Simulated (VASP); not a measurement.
# BeTe (zincblende type) (F-43m) in VASP: a series of runs, part 2 of 2

VASP 6.6.1.

## 3. Density of states, PBE (volume scaled by 0.5)

POSCAR reads:

```
BeTe
1.0
    0.0000000000      2.2479732024      2.2479732024
    2.2479732024      0.0000000000      2.2479732024
    2.2479732024      2.2479732024      0.0000000000
Be Te
1 1
Direct
    0.0000000000      0.0000000000      0.0000000000
    0.2500000000      0.2500000000      0.2500000000
```

INCAR.step1 reads:

```
  PREC = Accurate
  ENCUT = 520
  EDIFF = 1E-6
  ISMEAR = -1
  SIGMA = 0.1
  LREAL = F
  LASPH = T
  NELM = 100
  ALGO = Normal
  ISIF = 2
  LWAVE = F
  LCHARG = T
  GGA = PE
  NBANDS = 11
```

KPOINTS.step1 reads:

```
Automatic mesh
0
Gamma
  13 13 13
```

INCAR.step2 reads:

```
  PREC = Accurate
  ENCUT = 520
  EDIFF = 1E-6
  ISMEAR = -5
  SIGMA = 0.1
  LREAL = F
  LASPH = T
  NELM = 100
  ALGO = Normal
  ISIF = 2
  LWAVE = F
  LCHARG = F
  GGA = PE
  LORBIT = 10
  NEDOS = 2001
  ICHARG = 11
```

KPOINTS.step2 reads:

```
Automatic mesh
0
Gamma
  20 20 20
```

Potentials or basis: VASP PAW PBE potentials, release 64 (Be, Te).

The run is started by

```bash
$ cat potpaw_PBE.64/Be/POTCAR potpaw_PBE.64/Te/POTCAR > POTCAR
$ cp INCAR.step1 INCAR
$ cp KPOINTS.step1 KPOINTS
$ mpirun -np 1 vasp_std > vasp.out
$ cp INCAR.step2 INCAR
$ cp KPOINTS.step2 KPOINTS
$ mpirun -np 1 vasp_std > vasp.out
```

OUTCAR:

```text
PREC = Accurate
   ENCUT = 520
   EDIFF = 1E-6
   ISMEAR = -5
   LREAL = F
   LASPH = T
   NELM = 100
   ISIF = 2
   GGA = PE
   LORBIT = 10
   ICHARG = 11

 ion  position               nearest neighbor table
   1  0.000  0.000  0.000-   2 1.95   2 1.95   2 1.95   2 1.95
   2  0.250  0.250  0.250-   1 1.95   1 1.95   1 1.95   1 1.95

  LATTYP: Found a face centered cubic cell.
 ALAT       =     4.4959464048

  Lattice vectors:

 A1 = (   0.0000000000,   2.2479732024,   2.2479732024)
 A2 = (   2.2479732024,   0.0000000000,   2.2479732024)
 A3 = (   2.2479732024,   2.2479732024,   0.0000000000)

Analysis of symmetry for initial positions (statically):
=====================================================================
 Subroutine PRICEL returns:
 Original cell was already a primitive cell.

 Routine SETGRP: Setting up the symmetry group for a
 face centered cubic supercell.

 Subroutine GETGRP returns: Found 24 space group operations
 (whereof 24 operations were pure point group operations)
 out of a pool of 48 trial point group operations.

The static configuration has the point symmetry T_d .

Analysis of symmetry for dynamics (positions and initial velocities):
=====================================================================
 Subroutine PRICEL returns:
 Original cell was already a primitive cell.

 Routine SETGRP: Setting up the symmetry group for a
 face centered cubic supercell.

 Subroutine GETGRP returns: Found 24 space group operations
 (whereof 24 operations were pure point group operations)
 out of a pool of 48 trial point group operations.

The dynamic configuration has the point symmetry T_d .

 Subroutine INISYM returns: Found 24 space group operations
 (whereof 24 operations are pure point group operations),
 and found     1 'primitive' translations

[... 123 lines left out ...]
   AEXX    =    0.0000 exact exchange contribution
   IVDW    =     0    specifies the selected vdW correction
   LEPSILON=     F    determine dielectric tensor
   LRPA    =     F    only Hartree local field effects (RPA)
 non-spin polarized calculation
 Fermi weights with tetrahedron method with Bloechl corrections
  energy-cutoff  :      520.00
  volume of cell :       22.72
 maximum number of plane-waves:       624

 number of electron       8.0000000 magnetization

 Free energy of the ion-electron system (eV)
  ---------------------------------------------------
  ext. energy  EPLUGINS =         0.00000000
  ---------------------------------------------------
  free energy    TOTEN  =        -1.48158155 eV

  energy without entropy =       -1.48158155  energy(sigma->0) =       -1.48158155

 E-fermi :  15.7252     XC(G=0): -12.0360

 val. band max:       15.9662013242   @ k =   0.0000   0.0000   0.0000
 cond. band min:      15.6680236702   @ k =   0.5000   0.4500   0.0000
 fundamental gap:     -0.2981776540
 Fermi energy:        15.7251696063

 k-point     1 :       0.0000    0.0000    0.0000
  band No.  band energies     occupation
      1      -3.2021      2.00000
      2      15.9662      1.50053
      3      15.9662     -0.22194
      4      15.9662      0.00000
      5      18.2737      0.00000
      6      18.2737      0.00000
      7      18.2737      0.00000
      8      24.2887      0.00000
[... 243 lines left out ...]
 k-point    24 :      -0.3500    0.0500    0.0000
  band No.  band energies     occupation
      1      -0.5890      2.00000
      2       6.1530      2.00000
      3      12.7267      2.00000
      4      13.4726      2.00000
      5      19.6206      0.00000
      6      19.6798      0.00000
      7      21.3914      0.00000
      8      22.5860      0.00000

 [... further k-points ...]

------------------------ aborting loop because EDIFF is reached ----------------------------------------

  FORCE on cell =-STRESS in cart. coord.  units (eV):
  Direction    XX          YY          ZZ          XY          YZ          ZX
  --------------------------------------------------------------------------------------
  -------------------------------------------------------------------------------------
  Total       21.7239088     21.7239088     21.7239088      0.0000000      0.0000000      0.0000000
  in kB     1531.9520330   1531.9520330   1531.9520330      0.0000000      0.0000000      0.0000000
  external PRESSURE =    1531.9520330 kB  Pullay stress =       0.0000000 kB

 VOLUME and BASIS-vectors are now :
 -----------------------------------------------------------------------------
  energy-cutoff  :      520.00
  volume of cell :       22.72
      direct lattice vectors                 reciprocal lattice vectors
     0.000000000  2.247973202  2.247973202    -0.222422580  0.222422580  0.222422580
     2.247973202  0.000000000  2.247973202     0.222422580 -0.222422580  0.222422580
     2.247973202  2.247973202  0.000000000     0.222422580  0.222422580 -0.222422580

 POSITION                                       TOTAL-FORCE (eV/Angst)
 -----------------------------------------------------------------------------------
      0.00000      0.00000      0.00000         0.000000      0.000000      0.000000
      1.12399      1.12399      1.12399        -0.000000     -0.000000     -0.000000
 -----------------------------------------------------------------------------------
    total drift:                               -0.000000     -0.000000     -0.000000

  FREE ENERGIE OF THE ION-ELECTRON SYSTEM (eV)
  ---------------------------------------------------
  free  energy   TOTEN  =        -1.4815815469 eV

  energy  without entropy=       -1.4815815469  energy(sigma->0) =       -1.48158155

 total charge

# of ion       s       p       d       tot
------------------------------------------
    1        0.618   1.577   0.000   2.195
    2        1.375   2.620   0.176   4.172
--------------------------------------------------
tot          1.993   4.197   0.176   6.367
```

It took 30 s on 1 thread of Intel Xeon Platinum 8259CL at 2.50GHz (Skylake/Cascade Lake), shared host; peak memory 0.18 GiB.

Results:

* Valence electrons inside the program's atomic spheres: Be 2.19; Te 4.17

Caveat: spin-orbit coupling is left out, which moves the levels of the heavy elements; tetrahedron occupations give inexact forces and stress in metals.
